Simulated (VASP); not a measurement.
A run of VASP 6.6.1:

Contents of POSCAR:

```
KF
1.0
    0.0000000000      2.6589605792      2.6589605792
    2.7294230346      0.0000000000      2.6589605792
    2.7294230346      2.6589605792      0.0000000000
K F
1 1
Direct
    0.0000000000      0.0000000000      0.0000000000
    0.5000000000      0.5000000000      0.5000000000
```

File INCAR.step1:

```
SYSTEM = KF
  PREC = Accurate
  ENCUT = 520
  ISMEAR = 0
  SIGMA = 0.01
  LREAL = .False.
  LASPH = .True.
  NELM = 80
  NBANDS = 15
  GGA = PE
  ALGO = Normal
  EDIFF = 1E-4
  LWAVE = .True.
  LCHARG = .False.
```

Contents of INCAR.step2:

```
SYSTEM = KF
  PREC = Accurate
  ENCUT = 520
  EDIFF = 1E-7
  ISMEAR = 0
  SIGMA = 0.01
  LREAL = .False.
  LASPH = .True.
  NELM = 80
  ALGO = Normal
  ISIF = 2
  LWAVE = .False.
  LCHARG = .True.
  METAGGA = R2SCAN
  LMIXTAU = .True.
  LELF = .True.
  LVHAR = .True.
  NBANDS = 15
  ISTART = 1
```

The input KPOINTS:

```
regular mesh
0
Gamma
  8 8 8
  0 0 0
```

Potentials or basis: VASP PAW PBE potentials, release 64 (K_sv, F).

Command:

```bash
$ cat potpaw_PBE.64/K_sv/POTCAR potpaw_PBE.64/F/POTCAR > POTCAR
$ cp INCAR.step1 INCAR
$ mpirun -np 1 vasp_std > vasp.out
$ cp INCAR.step2 INCAR
$ mpirun -np 1 vasp_std > vasp.out
```

Hardware: 1 thread of Intel(R) Xeon(R) Platinum 8375C CPU @ 2.90GHz (Ice Lake) (shared host).

Problem. How long does it take, and how much memory?

Solution. Run time: 100 s on 1 thread of Intel(R) Xeon(R) Platinum 8375C CPU @ 2.90GHz (Ice Lake) (shared host), peak memory 0.18 GiB. Counts: k points 59.
